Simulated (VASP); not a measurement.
TlGe, 2 atoms in the cell. It takes space group F-43m (No. 216, cubic). Conventional cell: a = 6.350 Å, b = 6.350 Å, c = 6.350 Å, α = 90.00°, β = 90.00°, γ = 90.00°. Within 3.6 Å of Tl (site symmetry -43m) lie 4 Ge at 2.75 Å. Ge (site symmetry -43m) has 4 Tl at 2.75 Å within 3.6 Å. 

- Program: VASP 6.6.1
- Task: relaxation of cell and atoms
- Functional: PBEsol
- Potentials or basis: VASP PAW PBE potentials, release 64 (Tl_d, Ge_d)
- Cutoff: 500 eV
- k mesh: 7 × 7 × 7
- Occupations: methfessel-paxton, width 0.05 eV
- Spin: no spin polarisation
- Dipole correction: no
- Further INCAR settings: ALGO = Normal; EDIFF = 1e-07; IBRION = 2; EDIFFG = -0.01; NSW = 80; ISIF = 3

Potentials or basis: VASP PAW PBE potentials, release 64 (Tl_d, Ge_d).

Command:

```sh
$ cat potpaw_PBE.64/Tl_d/POTCAR potpaw_PBE.64/Ge_d/POTCAR > POTCAR
$ mpirun -np 1 vasp_std > vasp.out
```

Hardware: 1 thread of Intel Xeon 8259CL, on a shared host.

Q: How long does it take, and how much memory?

A: It took 75 s on 1 thread of Intel Xeon 8259CL, with other jobs on the host, peak memory 0.22 GiB. Counts: scf iterations 23, k points 20, ion steps 2.
